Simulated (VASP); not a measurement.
Wanted: the native input for a VASP 6.6.1 run.

```yaml
Task: electric field gradients
Functional: PBE
Potentials_or_basis: VASP PAW PBE potentials, release 64 (Pb_d, S)
Cutoff: 520 eV
k_mesh: 8 × 8 × 8
Occupations: fermi-dirac, width 0.01 eV
Spin: no spin polarisation
Dipole_correction: no
Further_INCAR_settings: ALGO = Normal; EDIFF = 1e-08; NBANDS = 17
```

The structure of PbS lies in POSCAR:

```
PbS
1.0
    0.0000000000      2.9650000000      2.9650000000
    2.9650000000      0.0000000000      2.9650000000
    2.9650000000      2.9650000000      0.0000000000
Pb S
1 1
Direct
    0.0000000000      0.0000000000      0.0000000000
    0.5000000000      0.5000000000      0.5000000000
```

The input as run:

INCAR

```
SYSTEM = PbS
ALGO     = Normal         ! electronic algorithm
EDIFF    = 1E-8           ! SCF threshold, eV
ENCUT    = 520            ! plane-wave cutoff, eV
GGA      = PE             ! functional
ISIF     = 2              ! what is computed and relaxed
ISMEAR   = -1             ! smearing method
LASPH    = .TRUE.         ! aspherical terms in the spheres
LCHARG   = .FALSE.        ! write CHGCAR
LEFG     = .TRUE.       
LREAL    = .FALSE.        ! projectors in reciprocal space
LWAVE    = .FALSE.        ! write WAVECAR
NBANDS   = 17             ! bands
NELM     = 100            ! most SCF steps
PREC     = Accurate       ! precision mode
SIGMA    = 0.01           ! smearing width, eV
```

KPOINTS

```
k-points
0
G
  8 8 8
  0 0 0
```

Potentials or basis: VASP PAW PBE potentials, release 64 (Pb_d, S).

Launch:

```console
$ cat potpaw_PBE.64/Pb_d/POTCAR potpaw_PBE.64/S/POTCAR > POTCAR
$ mpirun -np 1 vasp_std > vasp.out
```

Results of the run:

```yaml
Pressure: 2.2 GPa
Band_gap_on_the_k_mesh: 0.36 eV, direct
```

Caveat: without QUAD_EFG the Cq values of the log hold for a quadrupole moment of 1 mb, not for the nuclei; spin-orbit coupling is left out, which moves the levels of the heavy elements.

Wall time 21 s on 1 thread of Intel Xeon 6975P-C (shared host), peak memory 0.18 GiB.
